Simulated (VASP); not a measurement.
# SiNi3 (Pm-3m) in VASP: a series of runs

Runs on SiNi3. Level: LDA. Tasks: single point.

Program: VASP 6.6.1. These are calculated values, not measurements. Logs are shortened: lines on timing, memory, paths and dates and some standing lists are left out, and cuts for length are marked.

## Step 1: The cell of the first run

The structure is cubic, space group Pm-3m (No. 221). The conventional cell has a = 3.518 Å, b = 3.518 Å, c = 3.518 Å, α = 90.00°, β = 90.00°, γ = 90.00°. Within 3.3 Å of Ni (site symmetry 4/mmm) lie 8 Ni at 2.49 Å and 4 Si at 2.49 Å. Within 3.3 Å of Si (site symmetry m-3m) lie 12 Ni at 2.49 Å.

## Step 2: Single point, LDA, collinear spin, ferromagnetic start (volume scaled by 0.98)

INCAR

```
PREC = Accurate
ENCUT = 520
EDIFF = 1E-7
ISMEAR = -1
SIGMA = 0.05
LREAL = F
LASPH = T
NELM = 150
ALGO = Normal
ISIF = 2
LWAVE = F
LCHARG = T
ISPIN = 2
MAGMOM = 1 1 1 0
LORBIT = 11
LMAXMIX = 4
GGA = CA
LELF = T
LVHAR = T
NBANDS = 29
```

KPOINTS

```
Automatic mesh
0
Gamma
  8 8 8
```

POSCAR

```
SiNi3
1.0
    3.5182274716      0.0000000000      0.0000000000
    0.0000000000      3.5182274716      0.0000000000
    0.0000000000      0.0000000000      3.5182274716
Ni Si
3 1
Direct
    0.5000000000      0.5000000000      0.0000000000
    0.5000000000      0.0000000000      0.5000000000
    0.0000000000      0.5000000000      0.5000000000
    0.0000000000      0.0000000000      0.0000000000
```

Potentials or basis: VASP PAW LDA potentials, release 64 (Ni, Si).

Launch:

```console
$ cat potpaw_LDA.64/Ni/POTCAR potpaw_LDA.64/Si/POTCAR > POTCAR
$ mpirun -np 1 vasp_std > vasp.out
```

OUTCAR:

```text
PREC = Accurate
   ENCUT = 520
   EDIFF = 1E-7
   ISMEAR = -1
   LREAL = F
   LASPH = T
   NELM = 150
   ISIF = 2
   ISPIN = 2
   LORBIT = 11
   GGA = CA

 ion  position               nearest neighbor table
   1  0.500  0.500  0.000-   2 2.49   3 2.49   4 2.49   2 2.49   3 2.49   2 2.49   4 2.49   2 2.49
                             3 2.49   4 2.49   3 2.49   4 2.49
   2  0.500  0.000  0.500-   1 2.49   3 2.49   4 2.49   1 2.49   4 2.49   1 2.49   3 2.49   1 2.49
                             3 2.49   4 2.49   4 2.49   3 2.49
   3  0.000  0.500  0.500-   1 2.49   2 2.49   4 2.49   1 2.49   4 2.49   2 2.49   4 2.49   4 2.49
                             1 2.49   2 2.49   1 2.49   2 2.49
   4  0.000  0.000  0.000-   1 2.49   2 2.49   3 2.49   2 2.49   3 2.49   1 2.49   3 2.49   3 2.49
                             1 2.49   2 2.49   2 2.49   1 2.49

  LATTYP: Found a simple cubic cell.
 ALAT       =     3.5182274716

  Lattice vectors:

 A1 = (   3.5182274716,   0.0000000000,   0.0000000000)
 A2 = (   0.0000000000,   3.5182274716,   0.0000000000)
 A3 = (   0.0000000000,   0.0000000000,   3.5182274716)

Analysis of symmetry for initial positions (statically):
=====================================================================
 Subroutine PRICEL returns:
 Original cell was already a primitive cell.

 Routine SETGRP: Setting up the symmetry group for a
 simple cubic supercell.

 Subroutine GETGRP returns: Found 48 space group operations
 (whereof 48 operations were pure point group operations)
 out of a pool of 48 trial point group operations.

The static configuration has the point symmetry O_h .

Analysis of symmetry for dynamics (positions and initial velocities):
=====================================================================
 Subroutine PRICEL returns:
 Original cell was already a primitive cell.

 Routine SETGRP: Setting up the symmetry group for a
 simple cubic supercell.

 Subroutine GETGRP returns: Found 48 space group operations
 (whereof 48 operations were pure point group operations)
 out of a pool of 48 trial point group operations.

The dynamic configuration has the point symmetry O_h .

Analysis of structural, dynamic, and magnetic symmetry:
=====================================================================
 Subroutine PRICEL returns:
 Original cell was already a primitive cell.

 Routine SETGRP: Setting up the symmetry group for a
 simple cubic supercell.

 Subroutine GETGRP returns: Found 48 space group operations
 (whereof 48 operations were pure point group operations)
 out of a pool of 48 trial point group operations.

The overall configuration has the point symmetry O_h .

 Subroutine INISYM returns: Found 48 space group operations
 (whereof 48 operations are pure point group operations),
 and found     1 'primitive' translations

----------------------------------------------------------------------------------------

                                     Primitive cell

  volume of cell :      43.5484

  direct lattice vectors                    reciprocal lattice vectors
     3.518227472  0.000000000  0.000000000     0.284234038  0.000000000  0.000000000
     0.000000000  3.518227472  0.000000000     0.000000000  0.284234038  0.000000000
     0.000000000  0.000000000  3.518227472     0.000000000  0.000000000  0.284234038

  length of vectors
     3.518227472  3.518227472  3.518227472     0.284234038  0.284234038  0.284234038

  position of ions in fractional coordinates (direct lattice)
     0.500000000  0.500000000  0.000000000
     0.500000000  0.000000000  0.500000000
     0.000000000  0.500000000  0.500000000
     0.000000000  0.000000000  0.000000000

  ion indices of the primitive-cell ions
   primitive index   ion index
                 1           1
                 2           2
                 3           3
                 4           4

----------------------------------------------------------------------------------------

 KPOINTS: Automatic mesh

Automatic generation of k-mesh.
 Grid dimensions read from file:
 generate k-points for:    8    8    8

 Generating k-lattice:

  Cartesian coordinates                     Fractional coordinates (reciprocal lattice)
     0.035529255  0.000000000  0.000000000     0.125000000  0.000000000  0.000000000
     0.000000000  0.035529255  0.000000000     0.000000000  0.125000000  0.000000000
     0.000000000  0.000000000  0.035529255     0.000000000  0.000000000  0.125000000

  Length of vectors
     0.035529255  0.035529255  0.035529255

  Shift w.r.t. Gamma in fractional coordinates (k-lattice)
     0.000000000  0.000000000  0.000000000

 Subroutine IBZKPT returns following result:
 ===========================================

 Found     35 irreducible k-points:

 Following reciprocal coordinates:
            Coordinates               Weight
  0.000000  0.000000  0.000000      1.000000
  0.125000  0.000000  0.000000      6.000000
  0.250000  0.000000  0.000000      6.000000
  0.375000  0.000000  0.000000      6.000000
  0.500000  0.000000  0.000000      3.000000
  0.125000  0.125000  0.000000     12.000000
[... 16 lines left out ...]
  0.375000  0.375000  0.125000     24.000000
  0.500000  0.375000  0.125000     24.000000
 [... further k-points ...]
   k-points           NKPTS =     35   k-points in BZ     NKDIM =     35   number of bands    NBANDS=     29
   number of dos      NEDOS =    301   number of ions     NIONS =      4
   total plane-waves  NPLWV =  21952
   dimension x,y,z NGX =    28 NGY =   28 NGZ =   28
   dimension x,y,z NGXF=    56 NGYF=   56 NGZF=   56
   ions per type =               3   1
   NGX,Y,Z   is equivalent  to a cutoff of  13.23, 13.23, 13.23 a.u.
   NGXF,Y,Z  is equivalent  to a cutoff of  26.46, 26.46, 26.46 a.u.
 SYSTEM =  unknown system
   PREC   = accura    normal or accurate (medium, high low for compatibility)
   ISTART =      0    job   : 0-new  1-cont  2-samecut
   ICHARG =      2    charge: 1-file 2-atom 10-const
   ISPIN  =      2    spin polarized calculation?
   LNONCOLLINEAR =      F non collinear calculations
   LSORBIT =      F    spin-orbit coupling
   LASPH  =      T    aspherical Exc in radial PAW
   ENCUT  =  520.0 eV  38.22 Ry    6.18 a.u.   6.54  6.54  6.54*2*pi/ulx,y,z
   NELM   =    150;   NELMIN=  2; NELMDL= -5     # of ELM steps
   EDIFF  = 0.1E-06   stopping-criterion for ELM
   LREAL  =      F    real-space projection
   EDIFFG = 0.1E-05   stopping-criterion for IOM
   NSW    =      0    number of steps for IOM
   IBRION =     -1    ionic relax: 0-MD 1-quasi-New 2-CG
   NFREE  =      0    steps in history (QN), initial steepest desc. (CG)
   ISIF   =      2    stress and relaxation
   ISYM   =      2    0-nonsym 1-usesym 2-fastsym
   POTIM  = 0.5000    time-step for ionic-motion
   TEBEG  =    0.0;   TEEND  =   0.0 temperature during run
   PSTRESS=    0.0 pullay stress
   NELECT =      34.0000    total number of electrons
   NUPDOWN=      -1.0000    fix difference up-down
   EMIN   =  10.00;   EMAX   =-10.00  energy-range for DOS
   EFERMI =   0.00;   METHOD = LEGACY
   ISMEAR =    -1;   SIGMA  =   0.05  broadening in eV -4-tet -1-fermi 0-gaus
   EFERMI_NEDOS =   21; number of points for ismear=-14 and -15
   IALGO  =     38    algorithm
   IMIX   =      4    mixing-type and parameters
     AMIX     =   0.40;   BMIX     =  1.00
     AMIX_MAG =   1.60;   BMIX_MAG =  1.00
  volume/ion in A,a.u.               =      10.89        73.47
  Fermi-wavevector in a.u.,A,eV,Ry     =   1.507453  2.848674 30.918092  2.272416
  Thomas-Fermi vector in A             =   2.618037
   LORBIT       =     11    0 simple, 1 ext, 2 COOP (PROOUT), +10 PAW based schemes
   GGA     = CA    functional components
   LHFCALC =     F    Hartree Fock is set to
   AEXX    =    0.0000 exact exchange contribution
   IVDW    =     0    specifies the selected vdW correction
   LEPSILON=     F    determine dielectric tensor
   LRPA    =     F    only Hartree local field effects (RPA)
 spin polarized calculation
  energy-cutoff  :      520.00
  volume of cell :       43.55
 maximum number of plane-waves:      1208
 NGX is ok and might be reduce to    28
   NGX = 13   NGY = 13   NGZ = 13

 number of electron      33.9999980 magnetization      -0.0504298

 number of electron      33.9999980 magnetization       0.0000894

 Free energy of the ion-electron system (eV)
  ---------------------------------------------------
  ext. energy  EPLUGINS =         0.00000000
  ---------------------------------------------------
  free energy    TOTEN  =       -27.75088064 eV

  energy without entropy =      -27.73347128  energy(sigma->0) =      -27.74217596

 E-fermi :  10.2681     XC(G=0): -13.3153

 val. band max:       10.1987247288   @ k =   0.1250   0.1250   0.0000
 cond. band min:      10.2853863755   @ k =   0.5000   0.3750   0.3750
 fundamental gap:      0.0866616467
 Fermi energy:        10.2680955899

 spin component 1

 k-point     1 :       0.0000    0.0000    0.0000
  band No.  band energies     occupation
      1      -1.5050      1.00000
      2       5.4751      1.00000
      3       6.2831      1.00000
      4       6.2831      1.00000
      5       6.7674      1.00000
      6       6.7674      1.00000
[... 757 lines left out ...]
     28      25.0877      0.00000
     29      27.1913      0.00000

 [... further k-points ...]

 spin component 2

 k-point     1 :       0.0000    0.0000    0.0000
  band No.  band energies     occupation
      1      -1.5050      1.00000
      2       5.4751      1.00000
      3       6.2831      1.00000
      4       6.2831      1.00000
      5       6.7674      1.00000
      6       6.7674      1.00000
[... 757 lines left out ...]
     28      25.0877      0.00000
     29      27.1912      0.00000

 [... further k-points ...]
[... 5 lines left out ...]
  --------------------------------------------------------------------------------------
  -------------------------------------------------------------------------------------
  Total       -4.4890817     -4.4890817     -4.4890817     -0.0000000     -0.0000000     -0.0000000
  in kB     -165.1567565   -165.1567565   -165.1567565     -0.0000000     -0.0000000     -0.0000000
  external PRESSURE =    -165.1567565 kB  Pullay stress =       0.0000000 kB

 VOLUME and BASIS-vectors are now :
 -----------------------------------------------------------------------------
  energy-cutoff  :      520.00
  volume of cell :       43.55
      direct lattice vectors                 reciprocal lattice vectors
     3.518227472  0.000000000  0.000000000     0.284234038  0.000000000  0.000000000
     0.000000000  3.518227472  0.000000000     0.000000000  0.284234038  0.000000000
     0.000000000  0.000000000  3.518227472     0.000000000  0.000000000  0.284234038

 POSITION                                       TOTAL-FORCE (eV/Angst)
 -----------------------------------------------------------------------------------
      1.75911      1.75911      0.00000         0.000000      0.000000      0.000000
      1.75911      0.00000      1.75911         0.000000      0.000000      0.000000
      0.00000      1.75911      1.75911         0.000000      0.000000      0.000000
      0.00000      0.00000      0.00000         0.000000      0.000000      0.000000
 -----------------------------------------------------------------------------------
    total drift:                                0.000000      0.000000      0.000000

  FREE ENERGIE OF THE ION-ELECTRON SYSTEM (eV)
  ---------------------------------------------------
  free  energy   TOTEN  =       -27.7508806362 eV

  energy  without entropy=      -27.7334712767  energy(sigma->0) =      -27.74217596

 total charge

# of ion       s       p       d       tot
------------------------------------------
    1        0.484   0.559   8.421   9.463
    2        0.484   0.559   8.421   9.463
    3        0.484   0.559   8.421   9.463
    4        0.735   0.814   0.000   1.550
--------------------------------------------------
tot          2.187   2.490  25.263  29.940

 magnetization (x)

# of ion       s       p       d       tot
------------------------------------------
    1       -0.000  -0.000   0.000   0.000
    2       -0.000  -0.000   0.000   0.000
    3       -0.000  -0.000   0.000   0.000
    4       -0.000  -0.000   0.000  -0.000
--------------------------------------------------
tot         -0.000  -0.000   0.000   0.000
```

It took 2.2 min on 1 thread of AMD EPYC 7R13 (Zen 3), shared host; peak memory 0.16 GiB.

What came out:

```yaml
Free_energy: -27.7509 eV
Pressure: -16.5 GPa
Band_gap_on_the_k_mesh: zero (filled and empty bands overlap)
Net_moment: 0.00 μB per cell
Valence_electrons_inside_the_program's_atomic_spheres: Ni 9.46; Si 1.55
```

(Part 1 of 2 ends here.)
